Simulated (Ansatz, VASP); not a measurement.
# Pb in VASP and in Ansatz

```xyz
2
Lattice="0.0000 3.2376 3.2376 3.2376 0.0000 3.2376 3.2376 3.2376 0.0000" Properties=species:S:1:pos:R:3 pbc="T T T"
Pb    3.2376    3.2376    3.2376
Pb    4.8564    4.8564    4.8564
```

Alike in both runs: task relaxation of cell and atoms; functional PBEsol; k mesh 6 × 6 × 6; occupations gaussian, width 0.1 eV; no spin polarisation.

|  | VASP | Ansatz |
| --- | --- | --- |
| version | VASP 6.6.1 | Ansatz 0.2.0 |
| potentials or method | VASP PAW PBE potentials, release 64 (Pb_d), cutoff 600 eV | scalar-relativistic, plane waves, PAW |
| valence electrons in the cell | 28 | 28 |

|  | VASP | Ansatz | Ansatz less VASP |
| --- | --- | --- | --- |
| gap on the k mesh at the Fermi level, each at its own relaxed structure (eV) | none | none | - |
| relaxed volume (Å³/atom) | 41.20 | 41.30 | +0.097 |
| relaxed cell length with the largest relative difference (Å) | 4.885 | 4.888 | +0.0038 |

VASP's potentials were made for PBE, not for PBEsol. A gap of «none» marks a metal or a gap that the smearing closes.

Spin-orbit coupling is off throughout. Noted on VASP's run: the volume moved by over 15 % at a fixed basis, so the end points are rough.
